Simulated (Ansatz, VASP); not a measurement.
## One calculation of Gd, two programs

```xyz
2
Lattice="3.4842 0.0000 0.0000 -1.7421 3.0174 0.0000 0.0000 0.0000 5.5867" Properties=species:S:1:pos:R:3 pbc="T T T"
Gd    0.0000    2.0116    1.3967
Gd    1.7421    1.0058    4.1900
```

Alike in both runs: task single point; functional LDA; k mesh 2 × 2 × 1; occupations fermi-dirac, width 0.05 eV; collinear spin.

|  | VASP | Ansatz |
| --- | --- | --- |
| version | VASP 6.6.1 | Ansatz 0.2.0 |
| potentials or method | VASP PAW PBE potentials, release 64 (Gd), cutoff 520 eV | plane waves (420 eV) with PAW, scalar-relativistic |
| valence electrons in the cell | 36 | 36 |

|  | VASP | Ansatz | Ansatz less VASP |
| --- | --- | --- | --- |
| pressure (GPa) | -12.7 | -12.3 | +0.37 |
| traceless stress, the component that is largest in VASP (GPa) | 4.69 | 4.09 | -0.603 |
| net moment per atom (μB) | 6.86 | 6.94 | +0.076 |
| size of the moment on the site where the two differ most (μB) | 6.68 | 6.89 | +0.211 |

VASP's potentials were made for PBE, not for LDA, and Ansatz warns of the same on its side. LDA's correlation is that of Perdew and Zunger in VASP and of Perdew and Wang (1992) in Ansatz. Site moments also hang on the region over which each program counts them.

The k mesh is coarse, so the values compare programs but aren't converged. Neither program's run includes spin-orbit coupling.
